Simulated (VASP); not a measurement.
Here is a VASP 6.6.1 calculation.

The input INCAR:

```
SYSTEM = Cu
ALGO = Normal
EDIFF = 1E-6
ENCUT = 600
GGA = CA
GGA_COMPAT = .FALSE.
ISIF = 2
ISMEAR = -1
LASPH = .TRUE.
LCHARG = .FALSE.
LREAL = .FALSE.
LWAVE = .FALSE.
NBANDS = 12
NELM = 120
PREC = Accurate
SIGMA = 0.05
```

KPOINTS

```
k-points
0
G
  14 14 14
  0 0 0
```

Contents of POSCAR:

```
Cu
1.0
   -1.4427933200      1.4427933200      1.3760814500
    1.4427933200     -1.4427933200      1.3760814500
    1.4427933200      1.4427933200     -1.3760814500
Cu
1
Direct
    0.0000000000      0.0000000000      0.0000000000
```

Potentials or basis: VASP PAW LDA potentials, release 64 (Cu).

The run is started by

```console
$ cat potpaw_LDA.64/Cu/POTCAR > POTCAR
$ mpirun -np 1 vasp_std > vasp.out
```

Problem. What does it give for the band gap on the k mesh?

Solution. Zero (an odd number of electrons rules out a gap without spin polarisation).

Problem. Estimate the pressure.

Solution. -6.9 GPa.

Stress tensor (GPa, compression positive):
```
-6.70  0.00  0.00
 0.00 -6.70  0.00
 0.00  0.00 -7.41
```

Caveat: the cell stands under tension.
